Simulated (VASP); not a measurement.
# Ir (P6_3/mmc) in VASP: further runs

The runs below take Ir through vibrations by perturbation theory, elastic constants, with PBE, LDA.

Everything below comes from runs of VASP 6.6.1. Logs are shortened: lines on timing, memory, paths and dates and some standing lists are left out, and cuts for length are marked.

### 1 The cell of the first run

The structure is hexagonal, space group P6_3/mmc (No. 194). Conventional cell: a = 2.751 Å, b = 2.751 Å, c = 4.462 Å, α = 90.00°, β = 90.00°, γ = 120.00°. Within 3.6 Å of Ir (site symmetry -6m2) lie 12 Ir at 2.74 to 2.75 Å.

### 2 Vibrations by perturbation theory, PBE

INCAR

```
SYSTEM = Ir
  PREC = Accurate
  ENCUT = 520
  EDIFF = 1E-8
  ISMEAR = -1
  SIGMA = 0.05
  LREAL = .False.
  LASPH = .True.
  NELM = 80
  ALGO = Normal
  ISIF = 2
  LWAVE = .False.
  LCHARG = .False.
  GGA = PE
  NBANDS = 16
  IBRION = 8
  NSW = 1
```

KPOINTS

```
regular mesh
0
Gamma
  8 8 5
  0 0 0
```

POSCAR

```
Ir
1.0
    2.7513778946      0.0000000000      0.0000000000
   -1.3756889473      2.3827631521      0.0000000000
    0.0000000000      0.0000000000      4.4622900000
Ir
2
Direct
    0.3333333333      0.6666666667      0.2500000000
    0.6666666667      0.3333333333      0.7500000000
```

Potentials or basis: VASP PAW PBE potentials, release 64 (Ir).

Launch:

```
$ cat potpaw_PBE.64/Ir/POTCAR > POTCAR
$ mpirun -np 1 vasp_std > vasp.out
```

OUTCAR:

```text
SYSTEM = Ir
   PREC = Accurate
   ENCUT = 520
   EDIFF = 1E-8
   ISMEAR = -1
   LREAL = .False.
   LASPH = .True.
   NELM = 80
   ISIF = 2
   GGA = PE
   IBRION = 8
   NSW = 1

 ion  position               nearest neighbor table
   1  0.333  0.667  0.250-   2 2.74   2 2.74   2 2.74   2 2.74   2 2.74   2 2.74
   2  0.667  0.333  0.750-   1 2.74   1 2.74   1 2.74   1 2.74   1 2.74   1 2.74

  LATTYP: Found a hexagonal cell.
 ALAT       =     2.7513778946
 C/A-ratio  =     1.6218382828

  Lattice vectors:

 A1 = (   2.7513778946,   0.0000000000,   0.0000000000)
 A2 = (  -1.3756889473,   2.3827631521,   0.0000000000)
 A3 = (   0.0000000000,   0.0000000000,   4.4622900000)

Analysis of symmetry for initial positions (statically):
=====================================================================
 Subroutine PRICEL returns:
 Original cell was already a primitive cell.

 Routine SETGRP: Setting up the symmetry group for a
 hexagonal supercell.

 Subroutine GETGRP returns: Found 24 space group operations
 (whereof 12 operations were pure point group operations)
 out of a pool of 24 trial point group operations.

The static configuration has the point symmetry D_3d.
 The point group associated with its full space group is D_6h.

Analysis of symmetry for dynamics (positions and initial velocities):
=====================================================================
 Subroutine PRICEL returns:
 Original cell was already a primitive cell.

 Routine SETGRP: Setting up the symmetry group for a
 hexagonal supercell.

 Subroutine GETGRP returns: Found 24 space group operations
 (whereof 12 operations were pure point group operations)
 out of a pool of 24 trial point group operations.

The dynamic configuration has the point symmetry D_3d.
 The point group associated with its full space group is D_6h.

 Subroutine INISYM returns: Found 24 space group operations
[... 623 lines left out ...]
  energy-cutoff  :      520.00
  volume of cell :       29.25
      direct lattice vectors                 reciprocal lattice vectors
     2.751377895  0.000000000  0.000000000     0.363454254  0.209840411  0.000000000
    -1.375688947  2.382763152  0.000000000     0.000000000  0.419680823  0.000000000
     0.000000000  0.000000000  4.462290000     0.000000000  0.000000000  0.224100182

 POSITION                                       TOTAL-FORCE (eV/Angst)
 -----------------------------------------------------------------------------------
     -0.00000      1.58851      1.11557         0.000000      0.000000      0.000000
      1.37569      0.79425      3.34672        -0.000000     -0.000000      0.000000
 -----------------------------------------------------------------------------------
    total drift:                                0.000000     -0.000000     -0.000000

  FREE ENERGIE OF THE ION-ELECTRON SYSTEM (eV)
  ---------------------------------------------------
  free  energy   TOTEN  =       -17.4817418297 eV

  energy  without entropy=      -17.4572252712  energy(sigma->0) =      -17.46948355

[... ionic steps 2 to 3 ...]

--------------------------------------- Ionic step        4  -------------------------------------------

------------------------ aborting loop because EDIFF is reached ----------------------------------------

[... ionic steps 5 to 5 ...]

--------------------------------------- Ionic step        6  -------------------------------------------

 Free energy of the ion-electron system (eV)
  ---------------------------------------------------
  ---------------------------------------------------
  free energy    TOTEN  =        -0.21348024 eV

  energy without entropy =       -0.21348024

------------------------ aborting loop because EDIFF is reached ----------------------------------------

 INTERNAL STRAIN TENSOR  FOR ION    1  DIRECTION 3   (eV/Angst):
 -----------------------------------------------------------------------------
    -0.00032  0.00000  0.00000
     0.00000 -0.00032  0.00000
     0.00000 -0.00000  0.01054

 INTERNAL STRAIN TENSOR FOR ION    2 for displacements in x,y,z  (eV/Angst):
          X           Y           Z          XY          YZ          ZX
  --------------------------------------------------------------------------------
  x    -0.00000     0.00000     0.00000     0.50408     0.00000     0.00000
  y     0.50408    -0.50408    -0.00000     0.00000     0.00000     0.00000
  z    -0.00000    -0.00000     0.00000     0.00000     0.00000     0.00000

 SECOND DERIVATIVES (NOT SYMMETRIZED)
 ------------------------------------
               1X          1Y          1Z          2X          2Y          2Z
  1X    -4.684217    0.000000    0.000000    4.684217    0.000000    0.000000
  1Y     0.000000   -4.684217    0.000000    0.000000    4.684217    0.000000
  1Z     0.000000    0.000000  -13.042226    0.000000    0.000000   13.042226
  2X     4.684217    0.000000    0.000000   -4.684217    0.000000    0.000000
  2Y     0.000000    4.684217    0.000000    0.000000   -4.684217    0.000000
  2Z     0.000000    0.000000   13.042226    0.000000    0.000000  -13.042226

 Eigenvectors and eigenvalues of the dynamical matrix
 ----------------------------------------------------

   1 f  =    5.758937 THz    36.184466 2PiTHz  192.097448 cm-1    23.817037 meV
             X         Y         Z           dx          dy          dz
     -0.000000  1.588509  1.115573     0.000000    0.000000   -0.707107
      1.375689  0.794254  3.346718     0.000000    0.000000    0.707107
[... 16 lines left out ...]
   5 f  =    0.000000 THz     0.000000 2PiTHz    0.000000 cm-1     0.000000 meV
             X         Y         Z           dx          dy          dz
     -0.000000  1.588509  1.115573     0.000000    0.000000    0.707107
      1.375689  0.794254  3.346718     0.000000    0.000000    0.707107

   6 f/i=    0.000000 THz     0.000000 2PiTHz    0.000001 cm-1     0.000000 meV
             X         Y         Z           dx          dy          dz
     -0.000000  1.588509  1.115573    -0.510198    0.489590    0.000000
      1.375689  0.794254  3.346718    -0.510198    0.489590    0.000000

--------------------------------------------------------------------------------------------------------

 ELASTIC MODULI CONTR FROM IONIC RELAXATION (kBar)
 Direction    XX          YY          ZZ          XY          YZ          ZX
 --------------------------------------------------------------------------------
 XX          -2.9709      2.9709      0.0000      0.0000      0.0000      0.0000
 YY           2.9709     -2.9709     -0.0000     -0.0000     -0.0000      0.0000
 ZZ           0.0000     -0.0000     -0.0000      0.0000     -0.0000      0.0000
 XY           0.0000     -0.0000      0.0000     -2.9709      0.0000      0.0000
 YZ           0.0000     -0.0000     -0.0000      0.0000     -0.0000      0.0000
 ZX           0.0000      0.0000      0.0000      0.0000      0.0000      0.0000
 --------------------------------------------------------------------------------
```

OSZICAR:

```text
N       E                     dE             d eps       ncg     rms          rms(c)
DAV:   1     0.142073670732E+03    0.14207E+03   -0.85124E+03   960   0.113E+03
DAV:   2    -0.148932282745E+02   -0.15697E+03   -0.14099E+03   960   0.305E+02
DAV:   3    -0.185464781936E+02   -0.36532E+01   -0.36077E+01  1328   0.551E+01
DAV:   4    -0.185865400083E+02   -0.40062E-01   -0.40039E-01  1112   0.493E+00
[... 45 lines left out ...]
RMM:  10    -0.213480285422E+00   -0.21751E-06   -0.10546E-07  2202   0.357E-04    0.342E-05
RMM:  11    -0.213480258377E+00    0.27045E-07   -0.12112E-08  2262   0.694E-05    0.115E-05
RMM:  12    -0.213480246432E+00    0.11945E-07    0.10713E-09  2191   0.302E-05    0.334E-06
RMM:  13    -0.213480241658E+00    0.47737E-08    0.54342E-09  2254   0.148E-05    0.976E-07
 Linear response finished
```

stdout:

```text
POSCAR found type information on POSCAR Ir
 POSCAR found :  1 types and       2 ions
 scaLAPACK will be used
 LDA part: xc-table for (Slater+PW92), standard interpolation
 POSCAR, INCAR and KPOINTS ok, starting setup
 FFT: planning ... GRIDC
 FFT: planning ... GRID_SOFT
 FFT: planning ... GRID
 WAVECAR not read
 entering main loop
 Linear response reoptimize wavefunctions to high precision
 Linear response DOF=           2
 Linear response progress:
 first order change of Fermi-energy  -0.19328E-04
 force on displaced ion       1 direction 1 :  -4.684   0.003   0.000
 Linear response progress:
 first order change of Fermi-energy   0.22476E-03
 force on displaced ion       1 direction 3 :   0.000  -0.000 -13.042
 Linear response finished
```

Run time: 63 s. Hardware: 1 thread of AMD EPYC 9R45 (Zen 5), shared host; peak memory 0.19 GiB.

What came out:

```yaml
Highest_phonon_frequency_at_Γ: 192 cm⁻¹
```

Phonon frequencies in cm⁻¹ (negative: imaginary):
| q point | frequencies |
| --- | --- |
| (0.000, 0.000, 0.000) | 0 0 0 115 115 192 |

Caveat: spin-orbit coupling is left out, which moves the levels of the heavy elements.

### 3 Elastic constants, LDA

INCAR

```
SYSTEM = Ir
PREC = Accurate ; ENCUT = 600
EDIFF = 1E-8 ; ISMEAR = -1
SIGMA = 0.05 ; LREAL = .FALSE.
LASPH = .TRUE. ; NELM = 80
ALGO = Normal ; ISIF = 3
LWAVE = .FALSE. ; LCHARG = .FALSE.
GGA = CA ; IBRION = 6
NFREE = 2 ; POTIM = 0.015
NSW = 1
```

KPOINTS

```
regular mesh
0
G
  8 8 5
  0 0 0
```

POSCAR is that of step 2.

Potentials or basis: VASP PAW LDA potentials, release 64 (Ir).

Launch:

```
$ cat potpaw_LDA.64/Ir/POTCAR > POTCAR
$ mpirun -np 1 vasp_std > vasp.out
```

OUTCAR:

```text
SYSTEM = Ir
   PREC = Accurate
   ENCUT = 600
   EDIFF = 1E-8
   ISMEAR = -1
   LREAL = .FALSE.
   LASPH = .TRUE.
   NELM = 80
   ISIF = 3
   GGA = CA
   IBRION = 6
   NFREE = 2
   POTIM = 0.015
   NSW = 1

 ion  position               nearest neighbor table
   1  0.333  0.667  0.250-   2 2.74   2 2.74   2 2.74   2 2.74   2 2.74   2 2.74
   2  0.667  0.333  0.750-   1 2.74   1 2.74   1 2.74   1 2.74   1 2.74   1 2.74

  LATTYP: Found a hexagonal cell.
 ALAT       =     2.7513778946
 C/A-ratio  =     1.6218382828

  Lattice vectors:

 A1 = (   2.7513778946,   0.0000000000,   0.0000000000)
 A2 = (  -1.3756889473,   2.3827631521,   0.0000000000)
 A3 = (   0.0000000000,   0.0000000000,   4.4622900000)

Analysis of symmetry for initial positions (statically):
=====================================================================
 Subroutine PRICEL returns:
 Original cell was already a primitive cell.

 Routine SETGRP: Setting up the symmetry group for a
 hexagonal supercell.

 Subroutine GETGRP returns: Found 24 space group operations
 (whereof 12 operations were pure point group operations)
 out of a pool of 24 trial point group operations.

The static configuration has the point symmetry D_3d.
 The point group associated with its full space group is D_6h.

Analysis of symmetry for dynamics (positions and initial velocities):
[... 1166 lines left out ...]
  ---------------------------------------------------
  free  energy   TOTEN  =       -20.3595167522 eV

  energy  without entropy=      -20.3351308124  energy(sigma->0) =      -20.34732378

 INTERNAL STRAIN TENSORS FROM STRAINED CELLS
 ============================================

 INTERNAL STRAIN TENSOR FOR ION    1 for displacements in x,y,z  (eV/Angst):
          X           Y           Z          XY          YZ          ZX
  --------------------------------------------------------------------------------
  x    -0.00000    -0.00000     0.00000    -0.53202     0.00000     0.00000
  y    -0.49980     0.54008    -0.00000     0.00006    -0.00004    -0.00001
  z    -0.00000     0.00000     0.00000    -0.00000     0.03989     0.00000

 INTERNAL STRAIN TENSORS FROM DISPLACED ATOMS
 ============================================

 INTERNAL STRAIN TENSOR FOR ION    1 for displacements in x,y,z  (eV/Angst):
          X           Y           Z          XY          YZ          ZX
  --------------------------------------------------------------------------------
  x     0.00000     0.00000     0.00000    -0.52861     0.00000     0.00000
  y    -0.52861     0.52861     0.00000    -0.00000     0.00000     0.00000
  z     0.00000    -0.00000    -0.00000     0.00000     0.00000     0.00000

 INTERNAL STRAIN TENSOR FOR ION    2 for displacements in x,y,z  (eV/Angst):
          X           Y           Z          XY          YZ          ZX
  --------------------------------------------------------------------------------
  x     0.00000     0.00000     0.00000     0.52861     0.00000     0.00000
  y     0.52861    -0.52861     0.00000     0.00000     0.00000     0.00000
  z    -0.00000     0.00000     0.00000     0.00000     0.00000     0.00000

 Eigenvectors and eigenvalues of the dynamical matrix
 ----------------------------------------------------

   1 f  =    5.438935 THz    34.173835 2PiTHz  181.423337 cm-1    22.493617 meV
             X         Y         Z           dx          dy          dz
     -0.000000  1.588509  1.115573    -0.000000    0.000000    0.707107
      1.375689  0.794254  3.346718     0.000000   -0.000000   -0.707107
[... 16 lines left out ...]
   5 f  =    0.000000 THz     0.000000 2PiTHz    0.000001 cm-1     0.000000 meV
             X         Y         Z           dx          dy          dz
     -0.000000  1.588509  1.115573     0.221151    0.652717   -0.158282
      1.375689  0.794254  3.346718     0.221151    0.652717   -0.158282

   6 f/i=    0.000000 THz     0.000000 2PiTHz    0.000001 cm-1     0.000000 meV
             X         Y         Z           dx          dy          dz
     -0.000000  1.588509  1.115573    -0.001748   -0.166081   -0.687324
      1.375689  0.794254  3.346718    -0.001748   -0.166081   -0.687324

--------------------------------------------------------------------------------------------------------

 ELASTIC MODULI CONTR FROM IONIC RELAXATION (kBar)
 Direction    XX          YY          ZZ          XY          YZ          ZX
 --------------------------------------------------------------------------------
 XX          -3.3092      3.3092      0.0000     -0.0000      0.0000      0.0000
 YY           3.3092     -3.3092     -0.0000      0.0000      0.0000      0.0000
 ZZ           0.0000     -0.0000     -0.0000     -0.0000      0.0000      0.0000
 XY          -0.0000      0.0000     -0.0000     -3.3092      0.0000      0.0000
 YZ           0.0000      0.0000      0.0000      0.0000      0.0000      0.0000
 ZX           0.0000      0.0000      0.0000      0.0000      0.0000      0.0000
 --------------------------------------------------------------------------------

 TOTAL ELASTIC MODULI (kBar)
 Direction    XX          YY          ZZ          XY          YZ          ZX
 --------------------------------------------------------------------------------
 XX        5405.8632   2193.9555   2369.6347     -0.0000     -0.0000      0.0000
 YY        2193.9555   5405.8632   2369.6347      0.0000      0.0000      0.0000
 ZZ        2369.6347   2369.6347   5350.4368      0.0000      0.0000      0.0000
 XY          -0.0000     -0.0000      0.0000   1605.9538     -0.0000      0.0000
 YZ           0.0000      0.0000      0.0000      0.0000    903.5012      0.0000
 ZX           0.0000      0.0000      0.0000      0.0000      0.0000    903.5012
 --------------------------------------------------------------------------------
```

OSZICAR:

```text
N       E                     dE             d eps       ncg     rms          rms(c)
DAV:   1     0.168274447916E+03    0.16827E+03   -0.93616E+03   780   0.155E+03
DAV:   2    -0.135642257407E+02   -0.18184E+03   -0.16920E+03   790   0.394E+02
DAV:   3    -0.214266469919E+02   -0.78624E+01   -0.72753E+01   960   0.892E+01
[... 191 lines left out ...]
DAV:   5    -0.203595181355E+02    0.92576E-05   -0.46397E-05  1165   0.613E-02    0.720E-03
DAV:   6    -0.203595167793E+02    0.13563E-05   -0.74849E-06  1467   0.255E-02    0.155E-03
DAV:   7    -0.203595167643E+02    0.14961E-07   -0.18858E-07  1205   0.392E-03    0.621E-04
DAV:   8    -0.203595167516E+02    0.12684E-07   -0.48293E-08  1190   0.164E-03    0.130E-04
DAV:   9    -0.203595167522E+02   -0.60572E-09   -0.55155E-09   570   0.616E-04
  17 F= -.20359517E+02 E0= -.20347324E+02  d E =-.243859E-01
```

Run time: 2.9 min. Hardware: 1 thread of AMD EPYC 9R45 (Zen 5), shared host; peak memory 0.19 GiB.

What came out:

- Voigt bulk modulus: 334 GPa
- Highest phonon frequency at Γ: 181 cm⁻¹

Phonon frequencies in cm⁻¹ (negative: imaginary):
| q point | frequencies |
| --- | --- |
| (0.000, 0.000, 0.000) | 0 0 0 114 114 181 |

Elastic tensor in Voigt notation (GPa, in the Cartesian axes of the cell as first typed):
```
541 219 237   0   0   0
219 541 237   0   0   0
237 237 535   0   0   0
  0   0   0  90   0   0
  0   0   0   0  90   0
  0   0   0   0   0 161
```

Clamped-ion elastic tensor (GPa):
```
541 219 237   0   0   0
219 541 237   0   0   0
237 237 535   0   0   0
  0   0   0  90   0   0
  0   0   0   0  90   0
  0   0   0   0   0 161
```

Caveat: the cell is under stress, which shifts elastic constants; spin-orbit coupling is left out, which moves the levels of the heavy elements.
